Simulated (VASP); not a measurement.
# BaTiO3 (Pm-3m) in VASP: notebook

BaTiO3 is run at these levels: r2SCAN; tasks: relaxation of cell and atoms, single point.

Program: VASP 6.6.1. These are calculated values, not measurements. Logs are shortened: lines on timing, memory, paths and dates and some standing lists are left out, and cuts for length are marked.

## 1. The cell of the first run

The structure is cubic, space group Pm-3m (No. 221). Conventional cell: a = 4.006 Å, b = 4.006 Å, c = 4.006 Å, α = 90.00°, β = 90.00°, γ = 90.00°. Ba (site symmetry m-3m) has 12 O at 2.83 Å and 8 Ti at 3.47 Å within 3.7 Å. Within 2.7 Å of Ti (site symmetry m-3m) lie 6 O at 2.00 Å. O (site symmetry 4/mmm) has 2 Ti at 2.00 Å within 2.7 Å.

## 2. Relaxation of cell and atoms, r2SCAN

Input file POSCAR:

```
BaTiO3
1.0
    4.0060000000      0.0000000000      0.0000000000
    0.0000000000      4.0060000000      0.0000000000
    0.0000000000      0.0000000000      4.0060000000
Ba Ti O
1 1 3
Direct
    0.5000000000      0.5000000000      0.5000000000
    0.0000000000      0.0000000000      0.0000000000
    0.5000000000      0.0000000000      0.0000000000
    0.0000000000      0.5000000000      0.0000000000
    0.0000000000      0.0000000000      0.5000000000
```

Input file INCAR.step1:

```
PREC = Accurate ; ENCUT = 600
ISMEAR = 0 ; SIGMA = 0.02
LREAL = F ; LASPH = T
NELM = 100 ; GGA = PE
ALGO = Normal ; EDIFF = 1E-4
LWAVE = T ; LCHARG = F
```

Input file INCAR.step2:

```
PREC = Accurate ; ENCUT = 600
EDIFF = 1E-7 ; ISMEAR = 0
SIGMA = 0.02 ; LREAL = F
LASPH = T ; NELM = 100
ALGO = Normal ; ISIF = 3
LWAVE = F ; LCHARG = F
METAGGA = R2SCAN ; LMIXTAU = T
IBRION = 2 ; NSW = 100
EDIFFG = -0.005 ; ISTART = 1
```

Input file KPOINTS:

```
regular mesh
0
Gamma
  8 8 8
```

Potentials or basis: VASP PAW PBE potentials, release 64 (Ba_sv, Ti_sv, O).

Command:

```console
> cat potpaw_PBE.64/Ba_sv/POTCAR potpaw_PBE.64/Ti_sv/POTCAR potpaw_PBE.64/O/POTCAR > POTCAR
> cp INCAR.step1 INCAR
> mpirun -np 1 vasp_std > vasp.out
> cp INCAR.step2 INCAR
> mpirun -np 1 vasp_std > vasp.out
```

OUTCAR:

```text
PREC = Accurate
   ENCUT = 600
   EDIFF = 1E-7
   ISMEAR = 0
   LREAL = F
   LASPH = T
   NELM = 100
   ISIF = 3
   METAGGA = R2SCAN
   IBRION = 2
   NSW = 100
   EDIFFG = -0.005
   ISTART = 1

 ion  position               nearest neighbor table
   1  0.500  0.500  0.500-   3 2.83   4 2.83   5 2.83   3 2.83   4 2.83   3 2.83   5 2.83   3 2.83
                             4 2.83   5 2.83   4 2.83   5 2.83   2 3.47   2 3.47   2 3.47   2 3.47
   2  0.000  0.000  0.000-   3 2.00   4 2.00   5 2.00   5 2.00   4 2.00   3 2.00   1 3.47   1 3.47
                             1 3.47   1 3.47   1 3.47   1 3.47   1 3.47   1 3.47
   3  0.500  0.000  0.000-   2 2.00   2 2.00   1 2.83   1 2.83   1 2.83   1 2.83
   4  0.000  0.500  0.000-   2 2.00   2 2.00   1 2.83   1 2.83   1 2.83   1 2.83
   5  0.000  0.000  0.500-   2 2.00   2 2.00   1 2.83   1 2.83   1 2.83   1 2.83

  LATTYP: Found a simple cubic cell.
 ALAT       =     4.0060000000

  Lattice vectors:

 A1 = (   4.0060000000,   0.0000000000,   0.0000000000)
 A2 = (   0.0000000000,   4.0060000000,   0.0000000000)
 A3 = (   0.0000000000,   0.0000000000,   4.0060000000)

Analysis of symmetry for initial positions (statically):
=====================================================================
 Subroutine PRICEL returns:
 Original cell was already a primitive cell.

 Routine SETGRP: Setting up the symmetry group for a
 simple cubic supercell.

 Subroutine GETGRP returns: Found 48 space group operations
 (whereof 48 operations were pure point group operations)
 out of a pool of 48 trial point group operations.

The static configuration has the point symmetry O_h .

Analysis of symmetry for dynamics (positions and initial velocities):
=====================================================================
 Subroutine PRICEL returns:
 Original cell was already a primitive cell.

 Routine SETGRP: Setting up the symmetry group for a
 simple cubic supercell.

 Subroutine GETGRP returns: Found 48 space group operations
 (whereof 48 operations were pure point group operations)
 out of a pool of 48 trial point group operations.

The dynamic configuration has the point symmetry O_h .

 Subroutine INISYM returns: Found 48 space group operations
 (whereof 48 operations are pure point group operations),
 and found     1 'primitive' translations

----------------------------------------------------------------------------------------

                                     Primitive cell

  volume of cell :      64.2884

  direct lattice vectors                    reciprocal lattice vectors
[... 103 lines left out ...]
   PSTRESS=    0.0 pullay stress
   NELECT =      40.0000    total number of electrons
   NUPDOWN=      -1.0000    fix difference up-down
   EMIN   =  10.00;   EMAX   =-10.00  energy-range for DOS
   EFERMI =   0.00;   METHOD = LEGACY
   ISMEAR =     0;   SIGMA  =   0.02  broadening in eV -4-tet -1-fermi 0-gaus
   EFERMI_NEDOS =   21; number of points for ismear=-14 and -15
   IALGO  =     38    algorithm
   IMIX   =      4    mixing-type and parameters
     AMIX     =   0.40;   BMIX     =  1.00
     AMIX_MAG =   1.60;   BMIX_MAG =  1.00
  volume/ion in A,a.u.               =      12.86        86.77
  Fermi-wavevector in a.u.,A,eV,Ry     =   1.397603  2.641087 26.576187  1.953295
  Thomas-Fermi vector in A             =   2.520843
   LORBIT       =      0    0 simple, 1 ext, 2 COOP (PROOUT), +10 PAW based schemes
   METAGGA = R2SCAN    functional components
   LHFCALC =     F    Hartree Fock is set to
   AEXX    =    0.0000 exact exchange contribution
   IVDW    =     0    specifies the selected vdW correction
   LEPSILON=     F    determine dielectric tensor
   LRPA    =     F    only Hartree local field effects (RPA)
 conjugate gradient relaxation of ions
 non-spin polarized calculation
 Gauss-broadening in eV      SIGMA  =   0.02
  energy-cutoff  :      600.00
  volume of cell :       64.29
 maximum number of plane-waves:      2176
   NGX = 17   NGY = 17   NGZ = 17

--------------------------------------- Ionic step        1  -------------------------------------------

 number of electron      39.9999998 magnetization

 Free energy of the ion-electron system (eV)
  ---------------------------------------------------
  ext. energy  EPLUGINS =         0.00000000
  ---------------------------------------------------
  free energy    TOTEN  =       -74.24332200 eV

  energy without entropy =      -74.24332200  energy(sigma->0) =      -74.24332200

------------------------ aborting loop because EDIFF is reached ----------------------------------------

  FORCE on cell =-STRESS in cart. coord.  units (eV):
  Direction    XX          YY          ZZ          XY          YZ          ZX
  --------------------------------------------------------------------------------------
  -------------------------------------------------------------------------------------
  Total        0.0926045      0.0926045      0.0926045     -0.0000000      0.0000000     -0.0000000
  in kB        2.3078630      2.3078630      2.3078630     -0.0000000      0.0000000     -0.0000000
  external PRESSURE =       2.3078630 kB  Pullay stress =       0.0000000 kB
[... 65 lines left out ...]
--------------------------------------- Ionic step        3  -------------------------------------------

 number of electron      39.9999999 magnetization

 Free energy of the ion-electron system (eV)
  ---------------------------------------------------
  ext. energy  EPLUGINS =         0.00000000
  ---------------------------------------------------
  free energy    TOTEN  =       -74.24336646 eV

  energy without entropy =      -74.24336646  energy(sigma->0) =      -74.24336646

 E-fermi :   3.5857     XC(G=0): -11.8975

 val. band max:        3.5015751699   @ k =   0.5000   0.5000   0.5000
 cond. band min:       5.6284081737   @ k =   0.0000   0.0000   0.0000
 fundamental gap:      2.1268330038
 Fermi energy:         3.5856515862

 k-point     1 :       0.0000    0.0000    0.0000
  band No.  band energies     occupation
      1     -55.3972      2.00000
      2     -30.5531      2.00000
      3     -30.5531      2.00000
      4     -30.5531      2.00000
      5     -21.9764      2.00000
      6     -14.3516      2.00000
[... 637 lines left out ...]
     23       7.7056      0.00000
     24       9.0125      0.00000

 [... further k-points ...]

------------------------ aborting loop because EDIFF is reached ----------------------------------------

  FORCE on cell =-STRESS in cart. coord.  units (eV):
  Direction    XX          YY          ZZ          XY          YZ          ZX
  --------------------------------------------------------------------------------------
  -------------------------------------------------------------------------------------
  Total        0.0048577      0.0048577      0.0048577     -0.0000000      0.0000000     -0.0000000
  in kB        0.1209323      0.1209323      0.1209323     -0.0000000      0.0000000     -0.0000000
  external PRESSURE =       0.1209323 kB  Pullay stress =       0.0000000 kB
[... 20 lines left out ...]
  FREE ENERGIE OF THE ION-ELECTRON SYSTEM (eV)
  ---------------------------------------------------
  free  energy   TOTEN  =       -74.2433664650 eV

  energy  without entropy=      -74.2433664650  energy(sigma->0) =      -74.24336646

 reached required accuracy - stopping structural energy minimisation
```

OSZICAR.step1:

```text
N       E                     dE             d eps       ncg     rms          rms(c)
DAV:   1     0.482694316708E+03    0.48269E+03   -0.22952E+04  1680   0.198E+03
DAV:   2     0.573487875201E+00   -0.48212E+03   -0.47485E+03  2088   0.502E+02
DAV:   3    -0.486902045777E+02   -0.49264E+02   -0.46671E+02  2008   0.153E+02
DAV:   4    -0.509528353396E+02   -0.22626E+01   -0.22615E+01  2592   0.318E+01
DAV:   5    -0.509961606363E+02   -0.43325E-01   -0.43323E-01  2136   0.410E+00    0.228E+01
DAV:   6    -0.401187568891E+02    0.10877E+02   -0.74908E+01  2592   0.770E+01    0.998E+00
DAV:   7    -0.401371844994E+02   -0.18428E-01   -0.11858E+01  2144   0.250E+01    0.632E+00
DAV:   8    -0.399617872956E+02    0.17540E+00   -0.98710E-01  2208   0.960E+00    0.278E+00
DAV:   9    -0.399914686977E+02   -0.29681E-01   -0.25336E-01  2256   0.386E+00    0.119E+00
DAV:  10    -0.399787270477E+02    0.12742E-01   -0.81344E-02  2184   0.300E+00    0.434E-01
DAV:  11    -0.399774989084E+02    0.12281E-02   -0.84950E-03  2528   0.782E-01    0.597E-02
DAV:  12    -0.399774734463E+02    0.25462E-04   -0.93492E-04  2024   0.342E-01
   1 F= -.39977473E+02 E0= -.39977473E+02  d E =-.103109E-35
```

It took 2.9 min on 1 thread of Intel Xeon 6975P-C (Granite Rapids), shared host; peak memory 0.24 GiB.

Results:

```
Free energy                           : -74.2434 eV
Relaxed volume                        : 12.87 Å³/atom
Relaxed cell                          : a = 4.007 Å, b = 4.007 Å, c = 4.007 Å, α = 90.00°, β = 90.00°, γ = 90.00°
Space group after relaxing (to 0.1 Å) : Pm-3m (No. 221)
Energy gained by relaxing             : 0.0 meV/atom
Ionic steps                           : 3
Pressure after relaxing               : 0.0 GPa
Band gap on the k mesh                : 2.13 eV (least direct gap 2.29 eV)
```

Final structure:
```
Ba Ti O
1.0
     4.00743    0.00000    0.00000
     0.00000    4.00743    0.00000
     0.00000    0.00000    4.00743
Ba Ti O
1 1 3
Cartesian
  2.0037 2.0037 2.0037
  0.0000 0.0000 0.0000
  2.0037 0.0000 0.0000
  0.0000 2.0037 0.0000
  0.0000 0.0000 2.0037
```

Caveat: the PAW data sets were made with another functional, which shifts forces and pressure a little; spin-orbit coupling is left out, which moves the levels of the heavy elements. A k mesh can miss the band edges.

## 3. Single point, r2SCAN (11.21 Å³/atom)

This run uses another cell than the first one, of 11.21 Å³/atom.

POSCAR, as its differences from that of step 2:

```diff
@@ -2,5 +2,5 @@
 1.0
-    4.0060000000      0.0000000000      0.0000000000
-    0.0000000000      4.0060000000      0.0000000000
-    0.0000000000      0.0000000000      4.0060000000
+    3.8274189538      0.0000000000      0.0000000000
+    0.0000000000      3.8274189538      0.0000000000
+    0.0000000000      0.0000000000      3.8274189538
 Ba Ti O
```

Input file INCAR.step1:

```
SYSTEM = BaTiO3
ALGO = Normal
EDIFF = 1E-4
ENCUT = 520
GGA = PE
ISMEAR = 0
LASPH = .True.
LCHARG = .False.
LREAL = .False.
LWAVE = .True.
NBANDS = 28
NELM = 100
PREC = Accurate
SIGMA = 0.02
```

Input file INCAR.step2:

```
SYSTEM = BaTiO3
ALGO = Normal
EDIFF = 1E-6
ENCUT = 520
ISIF = 2
ISMEAR = 0
ISTART = 1
LASPH = .True.
LCHARG = .True.
LELF = .True.
LMIXTAU = .True.
LREAL = .False.
LVHAR = .True.
LWAVE = .False.
METAGGA = R2SCAN
NBANDS = 28
NELM = 100
PREC = Accurate
SIGMA = 0.02
```

Input file KPOINTS:

```
k-points
0
Gamma
  8 8 8
  0 0 0
```

Potentials or basis: VASP PAW PBE potentials, release 64 (Ba_sv, Ti_sv, O).

Command:

```console
> cat potpaw_PBE.64/Ba_sv/POTCAR potpaw_PBE.64/Ti_sv/POTCAR potpaw_PBE.64/O/POTCAR > POTCAR
> cp INCAR.step1 INCAR
> mpirun -np 1 vasp_std > vasp.out
> cp INCAR.step2 INCAR
> mpirun -np 1 vasp_std > vasp.out
```

It took 2.6 min on 1 thread of Intel Xeon Platinum 8488C (Sapphire Rapids), shared host; peak memory 0.2 GiB.

It converged, with:

| Quantity | Value |
| --- | --- |
| Free energy | -73.4459 eV |
| Pressure | 33.9 GPa |
| Band gap on the k mesh | 2.43 eV |

Levels at points of the mesh, in eV from the valence-band top:
| k point | band 16 | band 17 | band 18 | band 19 | band 20 | band 21 | band 22 | band 23 | band 24 | band 25 |
| --- | --- | --- | --- | --- | --- | --- | --- | --- | --- | --- |
| (0.00, 0.00, 0.00) | -1.37 | -1.37 | 0.00 | 0.00 | 0.00 | 2.43 | 2.43 | 2.43 | 5.16 | 5.16 |
| (0.50, 0.00, 0.00) | -2.09 | -1.97 | -1.97 | -0.72 | -0.72 | 2.65 | 4.61 | 4.61 | 5.22 | 7.76 |
| (0.50, 0.50, 0.00) | -3.21 | -1.69 | -0.77 | -0.77 | -0.12 | 4.63 | 4.63 | 5.13 | 6.35 | 9.35 |
| (0.50, 0.50, 0.50) | -2.28 | -2.28 | -0.01 | -0.01 | -0.01 | 5.49 | 5.49 | 5.49 | 8.08 | 8.08 |

Caveat: the cell stands under pressure; the PAW data sets were made with another functional, which shifts forces and pressure a little; spin-orbit coupling is left out, which moves the levels of the heavy elements. r2SCAN opens gaps a little over a GGA but as a rule still falls short of measured ones.
